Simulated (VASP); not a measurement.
# Ba (Fm-3m) in VASP: a series of runs, part 2 of 2

VASP 6.6.1. Earlier steps stand in the parts before.

### Step 5. Single point, PBE

This run uses another cell than the first one, of 63.85 Å³/atom.

Contents of INCAR:

```
SYSTEM = Ba
PREC = Accurate ; ENCUT = 520
EDIFF = 1E-6 ; ISMEAR = 0
SIGMA = 0.1 ; LREAL = .False.
LASPH = .True. ; NELM = 100
ALGO = Normal ; ISIF = 2
LWAVE = .False. ; LCHARG = .False.
GGA = PE ; NBANDS = 11
```

Contents of KPOINTS:

```
regular mesh
0
Gamma
  12 12 12
  0 0 0
```

Contents of POSCAR:

```
Ba
1.0
    0.0000000000      3.1723324251      3.1723324251
    3.1723324251      0.0000000000      3.1723324251
    3.1723324251      3.1723324251      0.0000000000
Ba
1
Direct
    0.0000000000      0.0000000000      0.0000000000
```

Potentials or basis: VASP PAW PBE potentials, release 64 (Ba_sv).

Started as:

```sh
cat potpaw_PBE.64/Ba_sv/POTCAR > POTCAR
mpirun -np 1 vasp_std > vasp.out
```

OUTCAR:

```text
SYSTEM = Ba
   PREC = Accurate
   ENCUT = 520
   EDIFF = 1E-6
   ISMEAR = 0
   LREAL = .False.
   LASPH = .True.
   NELM = 100
   ISIF = 2
   GGA = PE

 ion  position               nearest neighbor table
   1  0.000  0.000  0.000-

  LATTYP: Found a face centered cubic cell.
 ALAT       =     6.3446648502

  Lattice vectors:

 A1 = (   0.0000000000,   3.1723324251,   3.1723324251)
 A2 = (   3.1723324251,   0.0000000000,   3.1723324251)
 A3 = (   3.1723324251,   3.1723324251,   0.0000000000)

Analysis of symmetry for initial positions (statically):
=====================================================================
 Subroutine PRICEL returns:
 Original cell was already a primitive cell.

 Routine SETGRP: Setting up the symmetry group for a
 face centered cubic supercell.

 Subroutine GETGRP returns: Found 48 space group operations
 (whereof 48 operations were pure point group operations)
 out of a pool of 48 trial point group operations.

The static configuration has the point symmetry O_h .

Analysis of symmetry for dynamics (positions and initial velocities):
=====================================================================
 Subroutine PRICEL returns:
 Original cell was already a primitive cell.

 Routine SETGRP: Setting up the symmetry group for a
 face centered cubic supercell.

 Subroutine GETGRP returns: Found 48 space group operations
 (whereof 48 operations were pure point group operations)
 out of a pool of 48 trial point group operations.

The dynamic configuration has the point symmetry O_h .

 Subroutine INISYM returns: Found 48 space group operations
 (whereof 48 operations are pure point group operations),
 and found     1 'primitive' translations

----------------------------------------------------------------------------------------

                                     Primitive cell

  volume of cell :      63.8508

  direct lattice vectors                    reciprocal lattice vectors
     0.000000000  3.172332425  3.172332425    -0.157612738  0.157612738  0.157612738
     3.172332425  0.000000000  3.172332425     0.157612738 -0.157612738  0.157612738
     3.172332425  3.172332425  0.000000000     0.157612738  0.157612738 -0.157612738

  length of vectors
     4.486355540  4.486355540  4.486355540     0.272993270  0.272993270  0.272993270

  position of ions in fractional coordinates (direct lattice)
     0.000000000  0.000000000  0.000000000

  ion indices of the primitive-cell ions
   primitive index   ion index
                 1           1

----------------------------------------------------------------------------------------

 KPOINTS: regular mesh

Automatic generation of k-mesh.
 Grid dimensions read from file:
 generate k-points for:   12   12   12

 Generating k-lattice:

  Cartesian coordinates                     Fractional coordinates (reciprocal lattice)
    -0.013134395  0.013134395  0.013134395     0.083333333  0.000000000  0.000000000
     0.013134395 -0.013134395  0.013134395     0.000000000  0.083333333  0.000000000
     0.013134395  0.013134395 -0.013134395     0.000000000  0.000000000  0.083333333

  Length of vectors
     0.022749439  0.022749439  0.022749439

  Shift w.r.t. Gamma in fractional coordinates (k-lattice)
     0.000000000  0.000000000  0.000000000

 Subroutine IBZKPT returns following result:
 ===========================================

 Found     72 irreducible k-points:

 Following reciprocal coordinates:
            Coordinates               Weight
  0.000000  0.000000  0.000000      1.000000
  0.083333  0.000000  0.000000      8.000000
  0.166667  0.000000  0.000000      8.000000
  0.250000  0.000000  0.000000      8.000000
  0.333333  0.000000  0.000000      8.000000
  0.416667  0.000000  0.000000      8.000000
[... 16 lines left out ...]
  0.500000  0.166667  0.000000     24.000000
 -0.416667  0.166667  0.000000     24.000000
 [... further k-points ...]
   k-points           NKPTS =     72   k-points in BZ     NKDIM =     72   number of bands    NBANDS=     11
   number of dos      NEDOS =    301   number of ions     NIONS =      1
   total plane-waves  NPLWV =  46656
   dimension x,y,z NGX =    36 NGY =   36 NGZ =   36
   dimension x,y,z NGXF=    72 NGYF=   72 NGZF=   72
   ions per type =               1
   NGX,Y,Z   is equivalent  to a cutoff of  13.34, 13.34, 13.34 a.u.
   NGXF,Y,Z  is equivalent  to a cutoff of  26.68, 26.68, 26.68 a.u.
 SYSTEM =  Ba
   PREC   = accura    normal or accurate (medium, high low for compatibility)
   ISTART =      0    job   : 0-new  1-cont  2-samecut
   ICHARG =      2    charge: 1-file 2-atom 10-const
   ISPIN  =      1    spin polarized calculation?
   LNONCOLLINEAR =      F non collinear calculations
   LSORBIT =      F    spin-orbit coupling
   LASPH  =      T    aspherical Exc in radial PAW
   ENCUT  =  520.0 eV  38.22 Ry    6.18 a.u.   8.34  8.34  8.34*2*pi/ulx,y,z
   NELM   =    100;   NELMIN=  2; NELMDL= -5     # of ELM steps
   EDIFF  = 0.1E-05   stopping-criterion for ELM
   LREAL  =      F    real-space projection
   EDIFFG = 0.1E-04   stopping-criterion for IOM
   NSW    =      0    number of steps for IOM
   IBRION =     -1    ionic relax: 0-MD 1-quasi-New 2-CG
   NFREE  =      0    steps in history (QN), initial steepest desc. (CG)
   ISIF   =      2    stress and relaxation
   ISYM   =      2    0-nonsym 1-usesym 2-fastsym
   POTIM  = 0.5000    time-step for ionic-motion
   TEBEG  =    0.0;   TEEND  =   0.0 temperature during run
   PSTRESS=    0.0 pullay stress
   NELECT =      10.0000    total number of electrons
   NUPDOWN=      -1.0000    fix difference up-down
   EMIN   =  10.00;   EMAX   =-10.00  energy-range for DOS
   EFERMI =   0.00;   METHOD = LEGACY
   ISMEAR =     0;   SIGMA  =   0.10  broadening in eV -4-tet -1-fermi 0-gaus
   EFERMI_NEDOS =   21; number of points for ismear=-14 and -15
   IALGO  =     38    algorithm
   IMIX   =      4    mixing-type and parameters
     AMIX     =   0.40;   BMIX     =  1.00
     AMIX_MAG =   1.60;   BMIX_MAG =  1.00
  volume/ion in A,a.u.               =      63.85       430.89
  Fermi-wavevector in a.u.,A,eV,Ry     =   0.882442  1.667573 10.594908  0.778704
  Thomas-Fermi vector in A             =   2.003074
   LORBIT       =      0    0 simple, 1 ext, 2 COOP (PROOUT), +10 PAW based schemes
   GGA     = PE    functional components
   LHFCALC =     F    Hartree Fock is set to
   AEXX    =    0.0000 exact exchange contribution
   IVDW    =     0    specifies the selected vdW correction
   LEPSILON=     F    determine dielectric tensor
   LRPA    =     F    only Hartree local field effects (RPA)
 non-spin polarized calculation
 Gauss-broadening in eV      SIGMA  =   0.10
  energy-cutoff  :      520.00
  volume of cell :       63.85
 maximum number of plane-waves:      1759
 NGX is ok and might be reduce to    36
   NGX = 17   NGY = 17   NGZ = 17

 number of electron      10.0000000 magnetization

 Free energy of the ion-electron system (eV)
  ---------------------------------------------------
  ext. energy  EPLUGINS =         0.00000000
  ---------------------------------------------------
  free energy    TOTEN  =        -1.89524953 eV

  energy without entropy =       -1.88764634  energy(sigma->0) =       -1.89144793

 E-fermi :   1.6621     XC(G=0):  -7.3653

 val. band max:        1.6610112433   @ k =  -0.4167   0.4167   0.0000
 cond. band min:       1.6649883453   @ k =  -0.3333   0.3333   0.0000
 fundamental gap:      0.0039771020
 Fermi energy:         1.6620614900

 k-point     1 :       0.0000    0.0000    0.0000
  band No.  band energies     occupation
      1     -27.2854      2.00000
      2     -12.2471      2.00000
      3     -12.2471      2.00000
      4     -12.2471      2.00000
      5      -1.1444      2.00000
      6       3.3958      0.00000
      7       3.3958      0.00000
      8       3.3958      0.00000
      9       4.9359      0.00000
     10       4.9359      0.00000
     11       7.6046      0.00000
[... 309 lines left out ...]
 k-point    24 :      -0.4167    0.1667    0.0000
  band No.  band energies     occupation
      1     -27.2439      2.00000
      2     -12.6467      2.00000
      3     -12.3866      2.00000
      4     -12.3214      2.00000
      5       1.1036      2.00000
      6       2.2401      0.00000
      7       2.8996      0.00000
      8       3.6215      0.00000
      9       5.7571      0.00000
     10       6.3602      0.00000
     11       7.2898      0.00000

 [... further k-points ...]

------------------------ aborting loop because EDIFF is reached ----------------------------------------

  FORCE on cell =-STRESS in cart. coord.  units (eV):
  Direction    XX          YY          ZZ          XY          YZ          ZX
  --------------------------------------------------------------------------------------
  -------------------------------------------------------------------------------------
  Total        0.0293258      0.0293258      0.0293258      0.0000000      0.0000000     -0.0000000
  in kB        0.7358585      0.7358585      0.7358585      0.0000000      0.0000000     -0.0000000
  external PRESSURE =       0.7358585 kB  Pullay stress =       0.0000000 kB

 VOLUME and BASIS-vectors are now :
 -----------------------------------------------------------------------------
  energy-cutoff  :      520.00
  volume of cell :       63.85
      direct lattice vectors                 reciprocal lattice vectors
     0.000000000  3.172332425  3.172332425    -0.157612738  0.157612738  0.157612738
     3.172332425  0.000000000  3.172332425     0.157612738 -0.157612738  0.157612738
     3.172332425  3.172332425  0.000000000     0.157612738  0.157612738 -0.157612738

 POSITION                                       TOTAL-FORCE (eV/Angst)
 -----------------------------------------------------------------------------------
      0.00000      0.00000      0.00000         0.000000      0.000000     -0.000000
 -----------------------------------------------------------------------------------
    total drift:                               -0.000000      0.000000      0.000000

  FREE ENERGIE OF THE ION-ELECTRON SYSTEM (eV)
  ---------------------------------------------------
  free  energy   TOTEN  =        -1.8952495324 eV

  energy  without entropy=       -1.8876463357  energy(sigma->0) =       -1.89144793
```

stdout:

```text
POSCAR found type information on POSCAR Ba
 POSCAR found :  1 types and       1 ions
 scaLAPACK will be used
 LDA part: xc-table for (Slater+PW92), standard interpolation
 POSCAR, INCAR and KPOINTS ok, starting setup
 FFT: planning ... GRIDC
 FFT: planning ... GRID_SOFT
 FFT: planning ... GRID
 WAVECAR not read
 entering main loop
```

Wall time 14 s (1 thread of Intel Xeon 6975P-C (Granite Rapids), shared host); peak memory 0.22 GiB.

Results:

```
Free energy            : -1.8952 eV
Pressure               : 0.1 GPa
Band gap on the k mesh : zero (bands 5 and 6 overlap by 0.31 eV)
```

Levels at points of the mesh, in eV from the Fermi level:
```csv
k point,band 1,band 2,band 3,band 4,band 5,band 6,band 7,band 8,band 9,band 10
"(0.00, 0.00, 0.00)",-28.95,-13.91,-13.91,-13.91,-2.81,1.73,1.73,1.73,3.27,3.27
"(0.50, 0.00, 0.00)",-28.91,-14.35,-13.97,-13.97,-0.98,0.99,1.59,1.59,4.45,4.45
"(0.50, 0.50, 0.00)",-28.90,-14.32,-14.07,-14.07,-0.83,-0.19,1.99,4.46,4.81,4.81
```

Caveat: spin-orbit coupling is left out, which moves the levels of the heavy elements.

### Step 6. Single point, PBE (65.77 Å³/atom)

This run uses another cell than the first one, of 65.77 Å³/atom.

Contents of INCAR:

```
PREC = Accurate
ENCUT = 520
EDIFF = 1E-7
ISMEAR = 0
SIGMA = 0.1
LREAL = F
LASPH = T
NELM = 60
ALGO = Fast
ISIF = 2
LWAVE = F
LCHARG = T
GGA = PE
LELF = T
LVHAR = T
NBANDS = 11
```

Contents of KPOINTS:

```
Automatic mesh
0
Gamma
  12 12 12
```

Contents of POSCAR:

```
Ba
1.0
    0.0000000000      3.2037436998      3.2037436998
    3.2037436998      0.0000000000      3.2037436998
    3.2037436998      3.2037436998      0.0000000000
Ba
1
Direct
    0.0000000000      0.0000000000      0.0000000000
```

Potentials or basis: VASP PAW PBE potentials, release 64 (Ba_sv).

Started as:

```sh
cat potpaw_PBE.64/Ba_sv/POTCAR > POTCAR
mpirun -np 1 vasp_std > vasp.out
```

Run time: 22 s. Hardware: 1 thread of Intel Xeon 6975P-C (Granite Rapids), shared host; peak memory 0.23 GiB.

Results (log left out):

* Free energy: -1.8946 eV
* Pressure: -0.2 GPa
* Band gap on the k mesh: zero (bands 5 and 6 overlap by 0.26 eV)

Levels at points of the mesh, in eV from the Fermi level:
| k point | band 1 | band 2 | band 3 | band 4 | band 5 | band 6 | band 7 | band 8 | band 9 | band 10 |
| --- | --- | --- | --- | --- | --- | --- | --- | --- | --- | --- |
| (0.00, 0.00, 0.00) | -29.01 | -13.98 | -13.98 | -13.98 | -2.80 | 1.70 | 1.70 | 1.70 | 3.18 | 3.18 |
| (0.50, 0.00, 0.00) | -28.97 | -14.38 | -14.04 | -14.04 | -0.97 | 0.91 | 1.56 | 1.56 | 4.31 | 4.31 |
| (0.50, 0.50, 0.00) | -28.96 | -14.36 | -14.13 | -14.13 | -0.80 | -0.17 | 1.88 | 4.33 | 4.66 | 4.66 |

Caveat: spin-orbit coupling is left out, which moves the levels of the heavy elements.

### Step 7. Summary

| cell | gap on the mesh (eV) | pressure (GPa) |
| --- | --- | --- |
| a = 4.348 Å, angles 60.0°, 1 atom | none | 1.0 |
| a = 4.395 Å, angles 60.0°, 1 atom | none | 0.7 |
| a = 4.441 Å, angles 60.0°, 1 atom | none | 0.3 |
| a = 4.486 Å, angles 60.0°, 1 atom | none | 0.1 |
| a = 4.531 Å, angles 60.0°, 1 atom | none | -0.2 |

Alike in all rows: task single point; level PBE; potentials or basis VASP PAW PBE potentials, release 64 (Ba_sv); no spin polarisation; k mesh 12 × 12 × 12; cutoff (eV) 520; smearing gaussian 0.1 eV.

Caveats: spin-orbit coupling is left out, which moves the levels of the heavy elements.

Absolute energies hang on the potentials; compare differences alone.
